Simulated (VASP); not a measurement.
# Ba (P4/mmm) in VASP: single point with r2SCAN

Aim: the single point of Ba with r2SCAN.

All numbers are computed with VASP 6.6.1; they aren't measurements. Logs are shortened: lines on timing, memory, paths and dates and some standing lists are left out, and cuts for length are marked.

## (1) The cell of the first run

Symmetry: P4/mmm, No. 123, tetragonal system. Conventional cell: a = 3.764 Å, b = 3.764 Å, c = 4.072 Å, α = 90.00°, β = 90.00°, γ = 90.00°. Ba (site symmetry 4/mmm) has 6 Ba at 3.76 to 4.07 Å within 4.9 Å.

## (2) Single point, r2SCAN

Input file POSCAR:

```
Ba
1.0
    3.7638147529      0.0000000000      0.0000000000
    0.0000000000      3.7638147529      0.0000000000
    0.0000000000      0.0000000000      4.0715305230
Ba
1
Direct
    0.5000000000      0.5000000000      0.5000000000
```

Input file INCAR.step1:

```
SYSTEM = Ba
ALGO = Normal ; EDIFF = 1E-4
ENCUT = 520 ; GGA = PE
ISMEAR = 0 ; LASPH = .TRUE.
LCHARG = .FALSE. ; LREAL = .FALSE.
LWAVE = .TRUE. ; NBANDS = 11
NELM = 60 ; PREC = Accurate
SIGMA = 0.15
```

Input file INCAR.step2:

```
SYSTEM = Ba
ALGO = Normal ; EDIFF = 1E-7
ENCUT = 520 ; ISIF = 2
ISMEAR = 0 ; ISTART = 1
LASPH = .TRUE. ; LCHARG = .FALSE.
LMIXTAU = .TRUE. ; LREAL = .FALSE.
LWAVE = .FALSE. ; METAGGA = R2SCAN
NBANDS = 11 ; NELM = 60
PREC = Accurate ; SIGMA = 0.15
```

Input file KPOINTS:

```
k-points
0
G
  14 14 14
  0 0 0
```

Potentials or basis: VASP PAW PBE potentials, release 64 (Ba_sv).

The run is started by

```bash
$ cat potpaw_PBE.64/Ba_sv/POTCAR > POTCAR
$ cp INCAR.step1 INCAR
$ mpirun -np 1 vasp_std > vasp.out
$ cp INCAR.step2 INCAR
$ mpirun -np 1 vasp_std > vasp.out
```

OUTCAR:

```text
SYSTEM = Ba
   EDIFF = 1E-7
   ENCUT = 520
   ISIF = 2
   ISMEAR = 0
   ISTART = 1
   LASPH = .TRUE.
   LREAL = .FALSE.
   METAGGA = R2SCAN
   NELM = 60
   PREC = Accurate

 ion  position               nearest neighbor table
   1  0.500  0.500  0.500-

  LATTYP: Found a simple tetragonal cell.
 ALAT       =     3.7638147529
 C/A-ratio  =     1.0817563537

  Lattice vectors:

 A1 = (   3.7638147529,   0.0000000000,   0.0000000000)
 A2 = (   0.0000000000,   3.7638147529,   0.0000000000)
 A3 = (   0.0000000000,   0.0000000000,   4.0715305230)

Analysis of symmetry for initial positions (statically):
=====================================================================
 Subroutine PRICEL returns:
 Original cell was already a primitive cell.

 Routine SETGRP: Setting up the symmetry group for a
 simple tetragonal supercell.

 Subroutine GETGRP returns: Found 16 space group operations
 (whereof 16 operations were pure point group operations)
 out of a pool of 16 trial point group operations.

The static configuration has the point symmetry D_4h.

Analysis of symmetry for dynamics (positions and initial velocities):
=====================================================================
 Subroutine PRICEL returns:
 Original cell was already a primitive cell.

 Routine SETGRP: Setting up the symmetry group for a
 simple tetragonal supercell.

 Subroutine GETGRP returns: Found 16 space group operations
 (whereof 16 operations were pure point group operations)
 out of a pool of 16 trial point group operations.

The dynamic configuration has the point symmetry D_4h.

 Subroutine INISYM returns: Found 16 space group operations
 (whereof 16 operations are pure point group operations),
 and found     1 'primitive' translations

----------------------------------------------------------------------------------------

                                     Primitive cell

  volume of cell :      57.6785

  direct lattice vectors                    reciprocal lattice vectors
     3.763814753  0.000000000  0.000000000     0.265687890  0.000000000  0.000000000
     0.000000000  3.763814753  0.000000000     0.000000000  0.265687890  0.000000000
     0.000000000  0.000000000  4.071530523     0.000000000  0.000000000  0.245607885

  length of vectors
     3.763814753  3.763814753  4.071530523     0.265687890  0.265687890  0.245607885

  position of ions in fractional coordinates (direct lattice)
     0.500000000  0.500000000  0.500000000

  ion indices of the primitive-cell ions
   primitive index   ion index
                 1           1

----------------------------------------------------------------------------------------

 KPOINTS: k-points

Automatic generation of k-mesh.
 Grid dimensions read from file:
 generate k-points for:   14   14   14

 Generating k-lattice:

  Cartesian coordinates                     Fractional coordinates (reciprocal lattice)
     0.018977706  0.000000000  0.000000000     0.071428571  0.000000000  0.000000000
     0.000000000  0.018977706  0.000000000     0.000000000  0.071428571  0.000000000
     0.000000000  0.000000000  0.017543420     0.000000000  0.000000000  0.071428571

  Length of vectors
     0.018977706  0.018977706  0.017543420

  Shift w.r.t. Gamma in fractional coordinates (k-lattice)
     0.000000000  0.000000000  0.000000000

 Subroutine IBZKPT returns following result:
 ===========================================

 Found    288 irreducible k-points:

 Following reciprocal coordinates:
            Coordinates               Weight
  0.000000  0.000000  0.000000      1.000000
  0.071429  0.000000  0.000000      4.000000
  0.142857  0.000000  0.000000      4.000000
  0.214286  0.000000  0.000000      4.000000
  0.285714  0.000000  0.000000      4.000000
  0.357143  0.000000  0.000000      4.000000
[... 16 lines left out ...]
  0.285714  0.214286  0.000000      8.000000
  0.357143  0.214286  0.000000      8.000000
 [... further k-points ...]
   k-points           NKPTS =    288   k-points in BZ     NKDIM =    288   number of bands    NBANDS=     11
   number of dos      NEDOS =    301   number of ions     NIONS =      1
   total plane-waves  NPLWV =  23520
   dimension x,y,z NGX =    28 NGY =   28 NGZ =   30
   dimension x,y,z NGXF=    56 NGYF=   56 NGZF=   60
   ions per type =               1
   NGX,Y,Z   is equivalent  to a cutoff of  12.37, 12.37, 12.25 a.u.
   NGXF,Y,Z  is equivalent  to a cutoff of  24.73, 24.73, 24.50 a.u.
 SYSTEM =  Ba
   PREC   = accura    normal or accurate (medium, high low for compatibility)
   ISTART =      1    job   : 0-new  1-cont  2-samecut
   ICHARG =      0    charge: 1-file 2-atom 10-const
   ISPIN  =      1    spin polarized calculation?
   LNONCOLLINEAR =      F non collinear calculations
   LSORBIT =      F    spin-orbit coupling
   LASPH  =      T    aspherical Exc in radial PAW
   ENCUT  =  520.0 eV  38.22 Ry    6.18 a.u.   7.00  7.00  7.57*2*pi/ulx,y,z
   NELM   =     60;   NELMIN=  2; NELMDL=  0     # of ELM steps
   EDIFF  = 0.1E-06   stopping-criterion for ELM
   LREAL  =      F    real-space projection
   EDIFFG = 0.1E-05   stopping-criterion for IOM
   NSW    =      0    number of steps for IOM
   IBRION =     -1    ionic relax: 0-MD 1-quasi-New 2-CG
   NFREE  =      0    steps in history (QN), initial steepest desc. (CG)
   ISIF   =      2    stress and relaxation
   ISYM   =      2    0-nonsym 1-usesym 2-fastsym
   POTIM  = 0.5000    time-step for ionic-motion
   TEBEG  =    0.0;   TEEND  =   0.0 temperature during run
   PSTRESS=    0.0 pullay stress
   NELECT =      10.0000    total number of electrons
   NUPDOWN=      -1.0000    fix difference up-down
   EMIN   =  10.00;   EMAX   =-10.00  energy-range for DOS
   EFERMI =   0.00;   METHOD = LEGACY
   ISMEAR =     0;   SIGMA  =   0.15  broadening in eV -4-tet -1-fermi 0-gaus
   EFERMI_NEDOS =   21; number of points for ismear=-14 and -15
   IALGO  =     38    algorithm
   IMIX   =      4    mixing-type and parameters
     AMIX     =   0.40;   BMIX     =  1.00
     AMIX_MAG =   1.60;   BMIX_MAG =  1.00
  volume/ion in A,a.u.               =      57.68       389.23
  Fermi-wavevector in a.u.,A,eV,Ry     =   0.912858  1.725052 11.337878  0.833311
  Thomas-Fermi vector in A             =   2.037303
   LORBIT       =      0    0 simple, 1 ext, 2 COOP (PROOUT), +10 PAW based schemes
   METAGGA = R2SCAN    functional components
   LHFCALC =     F    Hartree Fock is set to
   AEXX    =    0.0000 exact exchange contribution
   IVDW    =     0    specifies the selected vdW correction
   LEPSILON=     F    determine dielectric tensor
   LRPA    =     F    only Hartree local field effects (RPA)
 non-spin polarized calculation
 Gauss-broadening in eV      SIGMA  =   0.15
  energy-cutoff  :      520.00
  volume of cell :       57.68
 maximum number of plane-waves:      1580
 NGX is ok and might be reduce to    28
   NGX = 13   NGY = 13   NGZ = 15

 number of electron       9.9999999 magnetization

 Free energy of the ion-electron system (eV)
  ---------------------------------------------------
  ext. energy  EPLUGINS =         0.00000000
  ---------------------------------------------------
  free energy    TOTEN  =       -26.15470635 eV

  energy without entropy =      -26.15027709  energy(sigma->0) =      -26.15249172

 E-fermi :   1.9841     XC(G=0):  -8.1134

 val. band max:        1.9837508241   @ k =   0.2143   0.0000   0.5000
 cond. band min:       2.0069984965   @ k =   0.4286   0.3571   0.4286
 fundamental gap:      0.0232476724
 Fermi energy:         1.9840899951

 k-point     1 :       0.0000    0.0000    0.0000
  band No.  band energies     occupation
      1     -28.2344      2.00000
      2     -12.7136      2.00000
      3     -12.5071      2.00000
      4     -12.5071      2.00000
      5      -0.7040      2.00000
      6       2.0943      0.29857
      7       2.1120      0.22786
      8       7.2681      0.00000
      9       7.2681      0.00000
     10       7.7680      0.00000
     11       9.5930      0.00000

 k-point     2 :       0.0714    0.0000    0.0000
  band No.  band energies     occupation
      1     -28.2292      2.00000
      2     -12.7081      2.00000
      3     -12.5658      2.00000
      4     -12.5020      2.00000
      5      -0.6113      2.00000
      6       2.1311      0.16575
      7       2.2185      0.02713
      8       6.9430      0.00000
      9       7.2850      0.00000
     10       7.5149      0.00000
     11       9.9271      0.00000

 k-point     3 :       0.1429    0.0000    0.0000
  band No.  band energies     occupation
      1     -28.2147      2.00000
      2     -12.7258      2.00000
      3     -12.6926      2.00000
      4     -12.4877      2.00000
      5      -0.3540      2.00000
      6       2.2245      0.02341
      7       2.5324      0.00000
      8       6.2943      0.00000
      9       6.9558      0.00000
     10       7.3329      0.00000
     11       9.5572      0.00000

 k-point     4 :       0.2143    0.0000    0.0000
  band No.  band energies     occupation
      1     -28.1937      2.00000
      2     -12.9466      2.00000
      3     -12.6701      2.00000
      4     -12.4670      2.00000
      5       0.0211      2.00000
      6       2.3676      0.00030
      7       2.9687      0.00000
      8       5.6306      0.00000
      9       6.3449      0.00000
     10       7.4041      0.00000
     11       8.7831      0.00000
[... 239 lines left out ...]
 k-point    22 :       0.2143    0.2143    0.0000
  band No.  band energies     occupation
      1     -28.1536      2.00000
      2     -12.9149      2.00000
      3     -12.8746      2.00000
      4     -12.6279      2.00000
      5       0.6657      2.00000
      6       2.8363      0.00000
      7       3.5450      0.00000
      8       5.0355      0.00000
      9       5.6106      0.00000
     10       6.1724      0.00000
     11       9.5522      0.00000

 k-point    23 :       0.2857    0.2143    0.0000
  band No.  band energies     occupation
      1     -28.1303      2.00000
      2     -13.1234      2.00000
      3     -12.8632      2.00000
      4     -12.6034      2.00000
      5       1.0246      2.00000
      6       2.8410      0.00000
      7       3.8573      0.00000
      8       4.9617      0.00000
      9       5.2433      0.00000
     10       6.1116      0.00000
     11       9.0539      0.00000

 k-point    24 :       0.3571    0.2143    0.0000
  band No.  band energies     occupation
      1     -28.1092      2.00000
      2     -13.3178      2.00000
      3     -12.8368      2.00000
      4     -12.5811      2.00000
      5       1.3796      2.00000
      6       2.7107      0.00000
      7       3.9018      0.00000
      8       4.8607      0.00000
      9       5.2514      0.00000
     10       6.1923      0.00000
     11       8.9386      0.00000

 [... further k-points ...]

------------------------ aborting loop because EDIFF is reached ----------------------------------------

  FORCE on cell =-STRESS in cart. coord.  units (eV):
  Direction    XX          YY          ZZ          XY          YZ          ZX
  --------------------------------------------------------------------------------------
  -------------------------------------------------------------------------------------
  Total        0.5243869      0.5243869     -0.4419787      0.0000000     -0.0000000      0.0000000
  in kB       14.5662663     14.5662663    -12.2771542      0.0000000     -0.0000000      0.0000000
  external PRESSURE =       5.6184595 kB  Pullay stress =       0.0000000 kB

 VOLUME and BASIS-vectors are now :
 -----------------------------------------------------------------------------
  energy-cutoff  :      520.00
  volume of cell :       57.68
      direct lattice vectors                 reciprocal lattice vectors
     3.763814753  0.000000000  0.000000000     0.265687890  0.000000000  0.000000000
     0.000000000  3.763814753  0.000000000     0.000000000  0.265687890  0.000000000
     0.000000000  0.000000000  4.071530523     0.000000000  0.000000000  0.245607885

 POSITION                                       TOTAL-FORCE (eV/Angst)
 -----------------------------------------------------------------------------------
      1.88191      1.88191      2.03577         0.000000      0.000000      0.000000
 -----------------------------------------------------------------------------------
    total drift:                               -0.000000      0.000000      0.000000

  FREE ENERGIE OF THE ION-ELECTRON SYSTEM (eV)
  ---------------------------------------------------
  free  energy   TOTEN  =       -26.1547063487 eV

  energy  without entropy=      -26.1502770915  energy(sigma->0) =      -26.15249172
```

Wall time 5.4 min (1 thread of Intel Xeon Platinum 8488C (Sapphire Rapids), shared host); peak memory 0.31 GiB.

What came out:

```
Free energy            : -26.1547 eV
Pressure               : 0.6 GPa
Band gap on the k mesh : zero (bands 5 and 6 overlap by 0.33 eV)
```

Stress tensor (GPa, compression positive):
```
 1.46  0.00  0.00
 0.00  1.46  0.00
 0.00  0.00 -1.23
```

Levels at points of the mesh, in eV from the Fermi level:
| k point | band 3 | band 4 | band 5 | band 6 | band 7 | band 8 |
| --- | --- | --- | --- | --- | --- | --- |
| (0.00, 0.00, 0.00) | -14.49 | -14.49 | -2.69 | 0.11 | 0.13 | 5.28 |
| (0.50, 0.00, 0.00) | -14.58 | -14.39 | -0.34 | 0.92 | 0.98 | 2.29 |
| (0.50, 0.50, 0.00) | -15.37 | -14.48 | -1.38 | 1.41 | 3.02 | 3.02 |
| (0.00, 0.00, 0.50) | -14.44 | -14.44 | -0.76 | 0.58 | 0.60 | 3.40 |
| (0.50, 0.00, 0.50) | -15.10 | -14.34 | -1.19 | 0.89 | 3.46 | 3.68 |
| (0.50, 0.50, 0.50) | -15.30 | -14.96 | -0.55 | 0.09 | 0.09 | 4.10 |

Caveat: the PAW data sets were made with another functional, which shifts forces and pressure a little; spin-orbit coupling is left out, which moves the levels of the heavy elements.
